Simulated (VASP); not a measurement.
Here is a VASP 6.6.1 calculation.

Contents of INCAR:

```
PREC = Accurate ; ENCUT = 520
EDIFF = 1E-7 ; ISMEAR = 0
SIGMA = 0.1 ; LREAL = F
LASPH = T ; NELM = 100
ALGO = Normal ; ISIF = 2
LWAVE = F ; LCHARG = T
GGA = PE ; LELF = T
LVHAR = T ; NBANDS = 15
```

KPOINTS

```
regular mesh
0
Gamma
  6 6 4
```

The input POSCAR:

```
Be3ReH
1.0
    2.8576909000      0.0000000000      0.0000000000
    0.0000000000      2.8576909000      0.0000000000
    0.0000000000      0.0000000000      5.5303218300
Be Re H
3 1 1
Direct
    0.0000000000      0.0000000000      0.5000000000
    0.5000000000      0.5000000000      0.6427002700
    0.5000000000      0.5000000000      0.3572997300
    0.5000000000      0.5000000000      0.0000000000
    0.0000000000      0.0000000000      0.0000000000
```

Potentials or basis: VASP PAW PBE potentials, release 64 (Be, Re, H).

Command:

```sh
$ cat potpaw_PBE.64/Be/POTCAR potpaw_PBE.64/Re/POTCAR potpaw_PBE.64/H/POTCAR > POTCAR
$ mpirun -np 1 vasp_std > vasp.out
```

Task: Predict the band gap on the k mesh.

Result: Zero (band 7 reaches 6.65 eV, above the bottom of band 8 at 5.34 eV).

Task: Estimate the pressure.

Result: 22.0 GPa.

Task: What does it give for the largest force?

Result: 3.031 eV/Å.

Stress tensor (GPa, compression positive):
```
-10.01   0.00   0.00
  0.00 -10.01   0.00
  0.00   0.00  85.94
```

Caveat: the k points lie up to 0.37 Å⁻¹ apart; spin-orbit coupling is left out, which moves the levels of the heavy elements; forces of over 1 eV/Å act on the atoms, so gaps and moduli don't describe the material at rest.
